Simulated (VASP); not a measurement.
Here is a VASP 6.6.1 calculation.

File INCAR:

```
ALGO = Normal ; EDIFF = 1E-6
ENCUT = 520 ; GGA = PE
ISIF = 2 ; ISMEAR = 0
LASPH = True ; LCHARG = False
LREAL = False ; LWAVE = False
NBANDS = 28 ; NELM = 80
PREC = Accurate ; SIGMA = 0.1
```

KPOINTS

```
k-points
0
Gamma
  12 12 12
```

File POSCAR:

```
Ti2TeAs2
1.0
   -2.3775435417      2.3775435417      4.4694573350
    2.3775435417     -2.3775435417      4.4694573350
    2.3775435417      2.3775435417     -4.4694573350
Ti Te As
2 1 2
Direct
    0.7500000000      0.2500000000      0.5000000000
    0.2500000000      0.7500000000      0.5000000000
    0.0000000000      0.0000000000      0.0000000000
    0.6402295093      0.6402295093      0.0000000000
    0.3597704907      0.3597704907      0.0000000000
```

Potentials or basis: VASP PAW PBE potentials, release 64 (Ti_sv, Te, As).

Launch:

```console
$ cat potpaw_PBE.64/Ti_sv/POTCAR potpaw_PBE.64/Te/POTCAR potpaw_PBE.64/As/POTCAR > POTCAR
$ mpirun -np 1 vasp_std > vasp.out
```

Question: Predict the band gap on the k mesh.

Answer: Zero (bands 20 and 21 overlap by 1.04 eV).

Question: Estimate the largest force.

Answer: 0.008 eV/Å.

Forces in eV/Å, atoms in the order of the input:
```
Ti   0.000  0.000  0.000
Ti   0.000  0.000  0.000
Te   0.000  0.000  0.000
As   0.000  0.000  0.008
As   0.000  0.000 -0.008
```

Caveat: spin-orbit coupling is left out, which moves the levels of the heavy elements.
